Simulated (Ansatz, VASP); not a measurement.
# Se: VASP beside Ansatz

```
Se
1.0
     4.26626    0.00000    0.00000
    -2.13313    3.69469    0.00000
     0.00000    0.00000    4.84841
Se
3
Direct
  0.21700 0.00000 0.16667
  0.00000 0.21700 0.83333
  0.78300 0.78300 0.50000
```

Change from the starting cell: volume scaled by 0.94.

Alike in both runs: task single point; functional PBE; k mesh 8 × 8 × 6; occupations fermi-dirac, width 0.03 eV; no spin polarisation.

|  | VASP | Ansatz |
| --- | --- | --- |
| version | VASP 6.6.1 | Ansatz 0.2.0 |
| potentials or method | VASP PAW PBE potentials, release 64 (Se), cutoff 520 eV | all-electron LAPW, scalar-relativistic |

```tsv
	VASP	Ansatz	Ansatz less VASP
gap on the k mesh at the Fermi level (eV)	1.16	1.19	+0.030
pressure (GPa)	10.7	10.4	-0.27
traceless stress, the component that is largest in VASP (GPa)	3.98	3.86	-0.119
rms of the force components (eV/Å)	1.171	1.132	-0.0391
```

Atom by atom the forces differ by 0.039 eV/Å (rms over components). Ansatz ran all-electron here, and VASP with PAW potentials.
